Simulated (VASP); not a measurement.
# CsC2O2 (P-3m1) in VASP: single point with PBEsol

Aim: the single point of CsC2O2 with PBEsol.

All numbers are computed with VASP 6.6.1; they aren't measurements. Logs are shortened: lines on timing, memory, paths and dates and some standing lists are left out, and cuts for length are marked.

## (1) The cell of the first run

It takes space group P-3m1 (No. 164, trigonal). Conventional cell: a = 4.268 Å, b = 4.268 Å, c = 6.695 Å, α = 90.00°, β = 90.00°, γ = 120.00°. Cs (site symmetry -3m) has 6 O at 3.02 Å and 6 C at 3.43 Å within 4.0 Å. Within 3.4 Å of C (site symmetry 3m) lie 4 O at 2.55 to 2.57 Å and 3 C at 3.13 Å. Within 3.4 Å of O (site symmetry 3m) lie 4 C at 2.55 to 2.57 Å and 3 Cs at 3.02 Å.

## (2) Single point, PBEsol

Input file INCAR:

```
SYSTEM = CsC2O2
PREC = Accurate ; ENCUT = 520
EDIFF = 1E-6 ; ISMEAR = 0
SIGMA = 0.1 ; LREAL = .FALSE.
LASPH = .TRUE. ; NELM = 60
ALGO = Normal ; ISIF = 2
LWAVE = .FALSE. ; LCHARG = .TRUE.
GGA = PS ; LELF = .TRUE.
LVHAR = .TRUE. ; NBANDS = 22
```

Input file KPOINTS:

```
Automatic mesh
0
G
  6 6 4
  0 0 0
```

Input file POSCAR:

```
CsC2O2
1.0
    4.2679734337      0.0000000000      0.0000000000
   -2.1339867169      3.6961734162      0.0000000000
    0.0000000000      0.0000000000      6.6954763337
Cs C O
1 2 2
Direct
    0.0000000000      0.0000000000      0.0000000000
    0.3333333333      0.6666666667      0.6444000000
    0.6666666667      0.3333333333      0.3556000000
    0.3333333333      0.6666666667      0.2599000000
    0.6666666667      0.3333333333      0.7401000000
```

Potentials or basis: VASP PAW PBE potentials, release 64 (Cs_sv, C, O).

On the command line:

```bash
cat potpaw_PBE.64/Cs_sv/POTCAR potpaw_PBE.64/C/POTCAR potpaw_PBE.64/O/POTCAR > POTCAR
mpirun -np 1 vasp_std > vasp.out
```

OUTCAR:

```text
SYSTEM = CsC2O2
   PREC = Accurate
   ENCUT = 520
   EDIFF = 1E-6
   ISMEAR = 0
   LREAL = .FALSE.
   LASPH = .TRUE.
   NELM = 60
   ISIF = 2
   GGA = PS

 ion  position               nearest neighbor table
   1  0.000  0.000  0.000-
   2  0.333  0.667  0.644-
   3  0.667  0.333  0.356-
   4  0.333  0.667  0.260-
   5  0.667  0.333  0.740-

  LATTYP: Found a hexagonal cell.
 ALAT       =     4.2679734337
 C/A-ratio  =     1.5687717924

  Lattice vectors:

 A1 = (   4.2679734337,   0.0000000000,   0.0000000000)
 A2 = (  -2.1339867169,   3.6961734162,   0.0000000000)
 A3 = (   0.0000000000,   0.0000000000,   6.6954763337)

Analysis of symmetry for initial positions (statically):
=====================================================================
 Subroutine PRICEL returns:
 Original cell was already a primitive cell.

 Routine SETGRP: Setting up the symmetry group for a
 hexagonal supercell.

 Subroutine GETGRP returns: Found 12 space group operations
 (whereof 12 operations were pure point group operations)
 out of a pool of 24 trial point group operations.

The static configuration has the point symmetry D_3d.

Analysis of symmetry for dynamics (positions and initial velocities):
=====================================================================
 Subroutine PRICEL returns:
 Original cell was already a primitive cell.

 Routine SETGRP: Setting up the symmetry group for a
 hexagonal supercell.

 Subroutine GETGRP returns: Found 12 space group operations
 (whereof 12 operations were pure point group operations)
 out of a pool of 24 trial point group operations.

The dynamic configuration has the point symmetry D_3d.

 Subroutine INISYM returns: Found 12 space group operations
 (whereof 12 operations are pure point group operations),
 and found     1 'primitive' translations

----------------------------------------------------------------------------------------

                                     Primitive cell

  volume of cell :     105.6223

  direct lattice vectors                    reciprocal lattice vectors
     4.267973434  0.000000000  0.000000000     0.234303239  0.135275038  0.000000000
    -2.133986717  3.696173416  0.000000000     0.000000000  0.270550076  0.000000000
     0.000000000  0.000000000  6.695476334     0.000000000  0.000000000  0.149354572

  length of vectors
     4.267973434  4.267973434  6.695476334     0.270550076  0.270550076  0.149354572

  position of ions in fractional coordinates (direct lattice)
     0.000000000  0.000000000  0.000000000
     0.333333333  0.666666667  0.644400000
     0.666666667  0.333333333  0.355600000
     0.333333333  0.666666667  0.259900000
     0.666666667  0.333333333  0.740100000

  ion indices of the primitive-cell ions
   primitive index   ion index
                 1           1
                 2           2
                 3           3
                 4           4
                 5           5

----------------------------------------------------------------------------------------

 KPOINTS: Automatic mesh

Automatic generation of k-mesh.
 Grid dimensions read from file:
 generate k-points for:    6    6    4

 Generating k-lattice:

  Cartesian coordinates                     Fractional coordinates (reciprocal lattice)
     0.039050540  0.022545840  0.000000000     0.166666667  0.000000000  0.000000000
     0.000000000  0.045091679  0.000000000     0.000000000  0.166666667  0.000000000
     0.000000000  0.000000000  0.037338643     0.000000000  0.000000000  0.250000000

  Length of vectors
     0.045091679  0.045091679  0.037338643

  Shift w.r.t. Gamma in fractional coordinates (k-lattice)
     0.000000000  0.000000000  0.000000000

 Subroutine IBZKPT returns following result:
 ===========================================

 Found     24 irreducible k-points:

 Following reciprocal coordinates:
            Coordinates               Weight
  0.000000  0.000000  0.000000      1.000000
  0.166667  0.000000  0.000000      6.000000
  0.333333  0.000000  0.000000      6.000000
  0.500000  0.000000  0.000000      3.000000
  0.166667  0.166667  0.000000      6.000000
  0.333333  0.166667  0.000000     12.000000
[... 16 lines left out ...]
  0.333333  0.166667  0.500000     12.000000
  0.333333  0.333333  0.500000      2.000000
   k-points           NKPTS =     24   k-points in BZ     NKDIM =     24   number of bands    NBANDS=     22
   number of dos      NEDOS =    301   number of ions     NIONS =      5
   total plane-waves  NPLWV =  51200
   dimension x,y,z NGX =    32 NGY =   32 NGZ =   50
   dimension x,y,z NGXF=    64 NGYF=   64 NGZF=  100
   ions per type =               1   2   2
   NGX,Y,Z   is equivalent  to a cutoff of  12.46, 12.46, 12.41 a.u.
   NGXF,Y,Z  is equivalent  to a cutoff of  24.93, 24.93, 24.83 a.u.
 SYSTEM =  CsC2O2
   PREC   = accura    normal or accurate (medium, high low for compatibility)
   ISTART =      0    job   : 0-new  1-cont  2-samecut
   ICHARG =      2    charge: 1-file 2-atom 10-const
   ISPIN  =      1    spin polarized calculation?
   LNONCOLLINEAR =      F non collinear calculations
   LSORBIT =      F    spin-orbit coupling
   LASPH  =      T    aspherical Exc in radial PAW
   ENCUT  =  520.0 eV  38.22 Ry    6.18 a.u.   7.94  7.94 12.45*2*pi/ulx,y,z
   NELM   =     60;   NELMIN=  2; NELMDL= -5     # of ELM steps
   EDIFF  = 0.1E-05   stopping-criterion for ELM
   LREAL  =      F    real-space projection
   EDIFFG = 0.1E-04   stopping-criterion for IOM
   NSW    =      0    number of steps for IOM
   IBRION =     -1    ionic relax: 0-MD 1-quasi-New 2-CG
   NFREE  =      0    steps in history (QN), initial steepest desc. (CG)
   ISIF   =      2    stress and relaxation
   ISYM   =      2    0-nonsym 1-usesym 2-fastsym
   POTIM  = 0.5000    time-step for ionic-motion
   TEBEG  =    0.0;   TEEND  =   0.0 temperature during run
   PSTRESS=    0.0 pullay stress
   NELECT =      29.0000    total number of electrons
   NUPDOWN=      -1.0000    fix difference up-down
   EMIN   =  10.00;   EMAX   =-10.00  energy-range for DOS
   EFERMI =   0.00;   METHOD = LEGACY
   ISMEAR =     0;   SIGMA  =   0.10  broadening in eV -4-tet -1-fermi 0-gaus
   EFERMI_NEDOS =   21; number of points for ismear=-14 and -15
   IALGO  =     38    algorithm
   IMIX   =      4    mixing-type and parameters
     AMIX     =   0.40;   BMIX     =  1.00
     AMIX_MAG =   1.60;   BMIX_MAG =  1.00
  volume/ion in A,a.u.               =      21.12       142.55
  Fermi-wavevector in a.u.,A,eV,Ry     =   1.064034  2.010733 15.404096  1.132169
  Thomas-Fermi vector in A             =   2.199539
   LORBIT       =      0    0 simple, 1 ext, 2 COOP (PROOUT), +10 PAW based schemes
   GGA     = PS    functional components
   LHFCALC =     F    Hartree Fock is set to
   AEXX    =    0.0000 exact exchange contribution
   IVDW    =     0    specifies the selected vdW correction
   LEPSILON=     F    determine dielectric tensor
   LRPA    =     F    only Hartree local field effects (RPA)
 non-spin polarized calculation
 Gauss-broadening in eV      SIGMA  =   0.10
  energy-cutoff  :      520.00
  volume of cell :      105.62
 maximum number of plane-waves:      2880
   NGX = 15   NGY = 15   NGZ = 25

 number of electron      28.9999997 magnetization

 Free energy of the ion-electron system (eV)
  ---------------------------------------------------
  ext. energy  EPLUGINS =         0.00000000
  ---------------------------------------------------
  free energy    TOTEN  =       -17.68464032 eV

  energy without entropy =      -17.64981239  energy(sigma->0) =      -17.66722635

 E-fermi :  -0.0413     XC(G=0):  -8.6980

 val. band max:       -0.0520783049   @ k =   0.3333   0.0000   0.0000
 cond. band min:      -0.0258497008   @ k =   0.1667   0.1667   0.2500
 fundamental gap:      0.0262286041
 Fermi energy:        -0.0413039936

 k-point     1 :       0.0000    0.0000    0.0000
  band No.  band energies     occupation
      1     -20.2358      2.00000
      2     -16.4420      2.00000
      3     -16.4079      2.00000
      4      -9.1853      2.00000
      5      -8.6038      2.00000
      6      -6.6475      2.00000
[... 14 lines left out ...]
     21       5.2565      0.00000
     22       6.8432      0.00000

 k-point     2 :       0.1667    0.0000    0.0000
  band No.  band energies     occupation
      1     -20.1961      2.00000
      2     -16.4259      2.00000
      3     -16.4149      2.00000
      4      -9.1942      2.00000
      5      -8.7040      2.00000
      6      -6.9081      2.00000
[... 14 lines left out ...]
     21       5.6212      0.00000
     22       6.8236      0.00000

 k-point     3 :       0.3333    0.0000    0.0000
  band No.  band energies     occupation
      1     -20.1142      2.00000
      2     -16.4404      2.00000
      3     -16.3844      2.00000
      4      -9.2310      2.00000
      5      -8.8899      2.00000
      6      -7.2910      2.00000
[... 14 lines left out ...]
     21       5.7217      0.00000
     22       7.3474      0.00000

 k-point     4 :       0.5000    0.0000    0.0000
  band No.  band energies     occupation
      1     -20.0718      2.00000
      2     -16.4525      2.00000
      3     -16.3656      2.00000
      4      -9.2836      2.00000
      5      -8.9462      2.00000
      6      -7.4383      2.00000
[... 14 lines left out ...]
     21       5.5619      0.00000
     22       7.5975      0.00000

 k-point     5 :       0.1667    0.1667    0.0000
  band No.  band energies     occupation
      1     -20.1351      2.00000
      2     -16.4269      2.00000
      3     -16.4013      2.00000
      4      -9.2064      2.00000
      5      -8.8610      2.00000
      6      -7.2078      2.00000
[... 417 lines left out ...]
 k-point    22 :       0.1667    0.1667    0.5000
  band No.  band energies     occupation
      1     -20.1341      2.00000
      2     -16.4745      2.00000
      3     -16.3554      2.00000
      4      -9.2962      2.00000
      5      -8.7747      2.00000
      6      -7.0627      2.00000
[... 14 lines left out ...]
     21       6.4789      0.00000
     22       6.7908      0.00000

 k-point    23 :       0.3333    0.1667    0.5000
  band No.  band energies     occupation
      1     -20.0718      2.00000
      2     -16.4235      2.00000
      3     -16.3932      2.00000
      4      -9.2644      2.00000
      5      -9.0924      2.00000
      6      -7.1698      2.00000
[... 14 lines left out ...]
     21       6.4348      0.00000
     22       7.7793      0.00000

 k-point    24 :       0.3333    0.3333    0.5000
  band No.  band energies     occupation
      1     -20.0508      2.00000
      2     -16.4055      2.00000
      3     -16.4055      2.00000
      4      -9.2224      2.00000
      5      -9.2224      2.00000
      6      -7.1338      2.00000
[... 14 lines left out ...]
     21       7.5499      0.00000
     22       7.5499      0.00000

------------------------ aborting loop because EDIFF is reached ----------------------------------------

  FORCE on cell =-STRESS in cart. coord.  units (eV):
  Direction    XX          YY          ZZ          XY          YZ          ZX
  --------------------------------------------------------------------------------------
  -------------------------------------------------------------------------------------
  Total       -8.6390279     -8.6390279     -7.1220850      0.0000000     -0.0000000     -0.0000000
  in kB     -131.0448423   -131.0448423   -108.0344354      0.0000000     -0.0000000     -0.0000000
  external PRESSURE =    -123.3747067 kB  Pullay stress =       0.0000000 kB

 VOLUME and BASIS-vectors are now :
 -----------------------------------------------------------------------------
  energy-cutoff  :      520.00
  volume of cell :      105.62
      direct lattice vectors                 reciprocal lattice vectors
     4.267973434  0.000000000  0.000000000     0.234303239  0.135275038  0.000000000
    -2.133986717  3.696173416  0.000000000     0.000000000  0.270550076  0.000000000
     0.000000000  0.000000000  6.695476334     0.000000000  0.000000000  0.149354572

 POSITION                                       TOTAL-FORCE (eV/Angst)
 -----------------------------------------------------------------------------------
      0.00000      0.00000      0.00000        -0.000000      0.000000     -0.000000
     -0.00000      2.46412      4.31456         0.000000      0.000000     -0.912964
      2.13399      1.23206      2.38091         0.000000      0.000000      0.912964
     -0.00000      2.46412      1.74015         0.000000     -0.000000      1.929112
      2.13399      1.23206      4.95532        -0.000000      0.000000     -1.929112
 -----------------------------------------------------------------------------------
    total drift:                                0.000000      0.000000     -0.000000

  FREE ENERGIE OF THE ION-ELECTRON SYSTEM (eV)
  ---------------------------------------------------
  free  energy   TOTEN  =       -17.6846403180 eV

  energy  without entropy=      -17.6498123909  energy(sigma->0) =      -17.66722635
```

Run time: 31 s. Hardware: 1 thread of Intel Xeon 6975P-C (Granite Rapids), shared host; peak memory 0.24 GiB.

Results:

| Property | Result |
| --- | --- |
| Free energy | -17.6846 eV |
| Pressure | -12.3 GPa |
| Largest force | 1.929 eV/Å |

Forces in eV/Å, atoms in the order of the input:
```
Cs   0.000  0.000  0.000
C    0.000  0.000 -0.913
C    0.000  0.000  0.913
O    0.000  0.000  1.929
O    0.000  0.000 -1.929
```

Stress tensor (GPa, compression positive):
```
-13.10   0.00   0.00
  0.00 -13.10   0.00
  0.00   0.00 -10.80
```

Levels at points of the mesh, in eV from the Fermi level:
```csv
k point,band 11,band 12,band 13,band 14,band 15,band 16,band 17,band 18
"(0.00, 0.00, 0.00)",-2.54,-1.96,-1.96,-1.73,0.35,0.35,0.37,0.64
"(0.50, 0.00, 0.00)",-2.44,-2.24,-2.12,-1.06,-0.28,0.44,0.65,0.84
"(0.00, 0.00, 0.50)",-2.16,-2.16,-2.07,-1.94,0.16,0.23,0.45,0.45
"(0.50, 0.00, 0.50)",-2.17,-2.02,-1.59,-1.46,0.05,0.12,0.45,0.79
```

Caveat: the PAW data sets were made with another functional, which shifts forces and pressure a little; spin-orbit coupling is left out, which moves the levels of the heavy elements; an odd number of electrons without spin polarisation forces a metal; a magnetic or distorted state may lie lower.
